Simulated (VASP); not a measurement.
# GaAs (zincblende type) (F-43m) in VASP: further runs, part 2 of 2

VASP 6.6.1. The steps go on from the part before.

## 4. Single point, r2SCAN

This run uses another cell than the first one, of 22.74 Å³/atom.

POSCAR reads:

```
GaAs
1.0
    0.0000000000      2.8330879405      2.8330879405
    2.8330879405      0.0000000000      2.8330879405
    2.8330879405      2.8330879405      0.0000000000
Ga As
1 1
Direct
    0.0000000000      0.0000000000      0.0000000000
    0.2500000000      0.2500000000      0.2500000000
```

INCAR.step1 reads:

```
PREC     = Accurate       # precision mode
ENCUT    = 520            # plane-wave cutoff, eV
ISMEAR   = -1             # smearing method
SIGMA    = 0.08           # smearing width, eV
LREAL    = F              # projectors in reciprocal space
LASPH    = T              # aspherical terms in the spheres
NELM     = 80             # most SCF steps
NBANDS   = 16             # bands
GGA      = PE             # functional
ALGO     = Normal         # electronic algorithm
EDIFF    = 1E-4           # SCF threshold, eV
LWAVE    = T              # write WAVECAR
LCHARG   = F              # write CHGCAR
```

INCAR.step2 reads:

```
PREC     = Accurate       # precision mode
ENCUT    = 520            # plane-wave cutoff, eV
EDIFF    = 1E-6           # SCF threshold, eV
ISMEAR   = -1             # smearing method
SIGMA    = 0.08           # smearing width, eV
LREAL    = F              # projectors in reciprocal space
LASPH    = T              # aspherical terms in the spheres
NELM     = 80             # most SCF steps
ALGO     = Normal         # electronic algorithm
ISIF     = 2              # what is computed and relaxed
LWAVE    = F              # write WAVECAR
LCHARG   = F              # write CHGCAR
METAGGA  = R2SCAN         # meta-GGA
LMIXTAU  = T            
NBANDS   = 16             # bands
ISTART   = 1
```

KPOINTS reads:

```
Automatic mesh
0
Gamma
  11 11 11
```

Command:

```
cat potpaw_PBE.64/Ga_d/POTCAR potpaw_PBE.64/As/POTCAR > POTCAR
cp INCAR.step1 INCAR
mpirun -np 1 vasp_std > vasp.out
cp INCAR.step2 INCAR
mpirun -np 1 vasp_std > vasp.out
```

Run time: 3.7 min. Hardware: 1 thread of Intel Xeon 8259CL, shared host; peak memory 0.19 GiB.

The run converged. Its results:

```yaml
Free_energy: -27.0566 eV
Pressure: 0.1 GPa
Band_gap_on_the_k_mesh: 0.94 eV
```

Levels at points of the mesh, in eV from the valence-band top:
```
           k point  band 6  band 7  band 8  band 9  band 10  band 11  band 12  band 13
(0.00, 0.00, 0.00)  -13.16    0.00    0.00    0.00     0.94     4.04     4.04     4.04
```

Caveat: the PAW data sets were made with another functional, which shifts forces and pressure a little; an odd mesh through Γ misses points on the zone boundary, where band edges can lie.

## 5. Single point, r2SCAN (22.74 Å³/atom)

This run uses another cell than the first one, of 22.74 Å³/atom.

POSCAR is that of step 4.

INCAR.step1 reads:

```
SYSTEM = GaAs
PREC = Accurate
ENCUT = 520
ISMEAR = -1
SIGMA = 0.08
LREAL = .FALSE.
LASPH = .TRUE.
NELM = 100
NBANDS = 16
GGA = PE
ALGO = Normal
EDIFF = 1E-4
LWAVE = .TRUE.
LCHARG = .FALSE.
```

INCAR.step2 reads:

```
SYSTEM = GaAs
PREC = Accurate
ENCUT = 520
EDIFF = 1E-6
ISMEAR = -1
SIGMA = 0.08
LREAL = .FALSE.
LASPH = .TRUE.
NELM = 100
ALGO = Normal
ISIF = 2
LWAVE = .FALSE.
LCHARG = .FALSE.
METAGGA = R2SCAN
LMIXTAU = .TRUE.
NBANDS = 16
ISTART = 1
```

KPOINTS reads:

```
regular mesh
0
G
  11 11 11
  0 0 0
```

Potentials or basis: VASP PAW PBE potentials, release 64 (Ga_d, As).

Command:

```
cat potpaw_PBE.64/Ga_d/POTCAR potpaw_PBE.64/As/POTCAR > POTCAR
cp INCAR.step1 INCAR
mpirun -np 1 vasp_std > vasp.out
cp INCAR.step2 INCAR
mpirun -np 1 vasp_std > vasp.out
```

OUTCAR:

```text
SYSTEM = GaAs
   PREC = Accurate
   ENCUT = 520
   EDIFF = 1E-6
   ISMEAR = -1
   LREAL = .FALSE.
   LASPH = .TRUE.
   NELM = 100
   ISIF = 2
   METAGGA = R2SCAN
   ISTART = 1

 ion  position               nearest neighbor table
   1  0.000  0.000  0.000-   2 2.45   2 2.45   2 2.45   2 2.45
   2  0.250  0.250  0.250-   1 2.45   1 2.45   1 2.45   1 2.45

  LATTYP: Found a face centered cubic cell.
 ALAT       =     5.6661758810

  Lattice vectors:

 A1 = (   0.0000000000,   2.8330879405,   2.8330879405)
 A2 = (   2.8330879405,   0.0000000000,   2.8330879405)
 A3 = (   2.8330879405,   2.8330879405,   0.0000000000)

Analysis of symmetry for initial positions (statically):
=====================================================================
 Subroutine PRICEL returns:
 Original cell was already a primitive cell.

 Routine SETGRP: Setting up the symmetry group for a
 face centered cubic supercell.

 Subroutine GETGRP returns: Found 24 space group operations
 (whereof 24 operations were pure point group operations)
 out of a pool of 48 trial point group operations.

[... 161 lines left out ...]

 E-fermi :   4.1699     XC(G=0): -10.2242

 val. band max:        3.6154974898   @ k =   0.0000   0.0000   0.0000
 cond. band min:       4.5591485592   @ k =   0.0000   0.0000   0.0000
 fundamental gap:      0.9436510694
 Fermi energy:         4.1699392764

 k-point     1 :       0.0000    0.0000    0.0000
  band No.  band energies     occupation
      1     -11.6063      2.00000
      2     -11.6063      2.00000
      3     -11.6062      2.00000
      4     -11.5185      2.00000
      5     -11.5185      2.00000
      6      -9.5460      2.00000
[... 433 lines left out ...]
      3     -11.5872      2.00000
      4     -11.5215      2.00000
      5     -11.5163      2.00000
      6      -8.5490      2.00000
[... 8 lines left out ...]
     15      14.4894      0.00000
     16      15.2236      0.00000

 [... further k-points ...]

------------------------ aborting loop because EDIFF is reached ----------------------------------------

  FORCE on cell =-STRESS in cart. coord.  units (eV):
  Direction    XX          YY          ZZ          XY          YZ          ZX
  --------------------------------------------------------------------------------------
  -------------------------------------------------------------------------------------
  Total        0.0416576      0.0416576      0.0416576      0.0000000      0.0000000     -0.0000000
  in kB        1.4675556      1.4675556      1.4675556      0.0000000      0.0000000     -0.0000000
  external PRESSURE =       1.4675556 kB  Pullay stress =       0.0000000 kB

 VOLUME and BASIS-vectors are now :
 -----------------------------------------------------------------------------
  energy-cutoff  :      520.00
  volume of cell :       45.48
      direct lattice vectors                 reciprocal lattice vectors
     0.000000000  2.833087941  2.833087941    -0.176485874  0.176485874  0.176485874
     2.833087941  0.000000000  2.833087941     0.176485874 -0.176485874  0.176485874
     2.833087941  2.833087941  0.000000000     0.176485874  0.176485874 -0.176485874

 POSITION                                       TOTAL-FORCE (eV/Angst)
 -----------------------------------------------------------------------------------
      0.00000      0.00000      0.00000        -0.000000      0.000000      0.000000
      1.41654      1.41654      1.41654         0.000000     -0.000000     -0.000000
 -----------------------------------------------------------------------------------
    total drift:                                0.000001      0.000001      0.000001

  FREE ENERGIE OF THE ION-ELECTRON SYSTEM (eV)
  ---------------------------------------------------
  free  energy   TOTEN  =       -27.0565943529 eV

  energy  without entropy=      -27.0565794678  energy(sigma->0) =      -27.05658691
```

OUTCAR.step1:

```text
SYSTEM = GaAs
   PREC = Accurate
   ENCUT = 520
   ISMEAR = -1
   LREAL = .FALSE.
   LASPH = .TRUE.
[... 677 lines left out ...]
      0.00000      0.00000      0.00000        -0.000000     -0.000000     -0.000000
      1.41654      1.41654      1.41654         0.000000      0.000000      0.000000
 -----------------------------------------------------------------------------------
    total drift:                                0.000002      0.000002      0.000002

  FREE ENERGIE OF THE ION-ELECTRON SYSTEM (eV)
  ---------------------------------------------------
  free  energy   TOTEN  =        -8.2574986342 eV

  energy  without entropy=       -8.2573360953  energy(sigma->0) =       -8.25741736
```

Run time: 3.7 min. Hardware: 1 thread of Intel Xeon 8259CL, shared host; peak memory 0.2 GiB.

Results:

* Free energy: -27.0566 eV
* Pressure: 0.1 GPa
* Band gap on the k mesh: 0.94 eV

Caveat: the PAW data sets were made with another functional, which shifts forces and pressure a little; an odd mesh through Γ misses points on the zone boundary, where band edges can lie.

## 6. Relaxation of cell and atoms, r2SCAN

This run uses another cell than the first one, of 24.33 Å³/atom.

POSCAR reads:

```
GaAs
1.0
    0.0000000000      2.8976292420      2.8976292420
    2.8976292420      0.0000000000      2.8976292420
    2.8976292420      2.8976292420      0.0000000000
Ga As
1 1
Direct
    0.0000000000      0.0000000000      0.0000000000
    0.2500000000      0.2500000000      0.2500000000
```

INCAR.step1 reads:

```
SYSTEM = GaAs
  PREC = Accurate
  ENCUT = 600
  ISMEAR = -1
  SIGMA = 0.08
  LREAL = .False.
  LASPH = .True.
  NELM = 60
  GGA = PE
  ALGO = Normal
  EDIFF = 1E-4
  LWAVE = .True.
  LCHARG = .False.
```

INCAR.step2 reads:

```
SYSTEM = GaAs
  PREC = Accurate
  ENCUT = 600
  EDIFF = 1E-7
  ISMEAR = -1
  SIGMA = 0.08
  LREAL = .False.
  LASPH = .True.
  NELM = 60
  ALGO = Normal
  ISIF = 3
  LWAVE = .False.
  LCHARG = .False.
  METAGGA = R2SCAN
  LMIXTAU = .True.
  IBRION = 2
  NSW = 60
  EDIFFG = -0.005
  ISTART = 1
```

KPOINTS reads:

```
Automatic mesh
0
Gamma
  11 11 11
  0 0 0
```

Potentials or basis: VASP PAW PBE potentials, release 64 (Ga_d, As).

Command:

```
cat potpaw_PBE.64/Ga_d/POTCAR potpaw_PBE.64/As/POTCAR > POTCAR
cp INCAR.step1 INCAR
mpirun -np 1 vasp_std > vasp.out
cp INCAR.step2 INCAR
mpirun -np 1 vasp_std > vasp.out
```

Wall time 15 min (1 thread of Intel Xeon 8259CL, shared host); peak memory 0.26 GiB.

The run converged. Its results:

```yaml
Free_energy: -27.0587 eV
Relaxed_volume: 22.75 Å³/atom
Relaxed_cell: a = 4.007 Å, b = 4.007 Å, c = 4.007 Å, α = 60.00°, β = 60.00°, γ = 60.00°
Space_group_after_relaxing_to_0.1_Å: F-43m (No. 216)
Energy_gained_by_relaxing: 21.8 meV/atom
Ionic_steps: 3
Pressure_after_relaxing: 0.0 GPa
Band_gap_on_the_k_mesh: 0.94 eV
```

Step by step:
```
step  energy change (eV)  largest force (eV/Å)  pressure (GPa)  volume (Å³)
   1              0.0000                0.0000           -4.12        48.66
   2             -0.0371                0.0000            1.94        44.39
   3             -0.0435                0.0000            0.03        45.50
```

Final structure:
```
Ga As
1.0
     0.00000    2.83346    2.83346
     2.83346    0.00000    2.83346
     2.83346    2.83346    0.00000
Ga As
1 1
Direct
  0.00000 0.00000 0.00000
  0.25000 0.25000 0.25000
```

Levels at points of the mesh, in eV from the valence-band top:
| k point | band 5 | band 6 | band 7 | band 8 | band 9 | band 10 | band 11 | band 12 | band 13 |
| --- | --- | --- | --- | --- | --- | --- | --- | --- | --- |
| (0.00, 0.00, 0.00) | -15.14 | -13.16 | 0.00 | 0.00 | 0.00 | 0.94 | 4.04 | 4.04 | 4.04 |

Caveat: the PAW data sets were made with another functional, which shifts forces and pressure a little; an odd mesh through Γ misses points on the zone boundary, where band edges can lie.

## 7. The runs side by side

```tsv
task	cell	cutoff (eV)	gap on the mesh (eV)	pressure (GPa)
single point	a = 3.839 Å, angles 60.0°, 2 atoms	520	1.49	12.6
single point	a = 3.925 Å, angles 60.0°, 2 atoms	520	1.45	5.3
single point	a = 4.007 Å, angles 60.0°, 2 atoms	520	0.94	0.1
relaxation of cell and atoms	relaxed from a = 4.098 Å, angles 60.0°, 2 atoms	600	0.94	0.0
```

Alike in all rows: level r2SCAN; potentials or basis VASP PAW PBE potentials, release 64 (Ga_d, As); no spin polarisation; k mesh 11 × 11 × 11; smearing fermi-dirac 0.08 eV.

Caveats: the PAW data sets were made with another functional, which shifts forces and pressure a little; an odd mesh through Γ misses points on the zone boundary, where band edges can lie; the cell stands under pressure (at least some runs).

Total energies depend on the potentials used, so only differences within one code and one set of settings carry meaning.
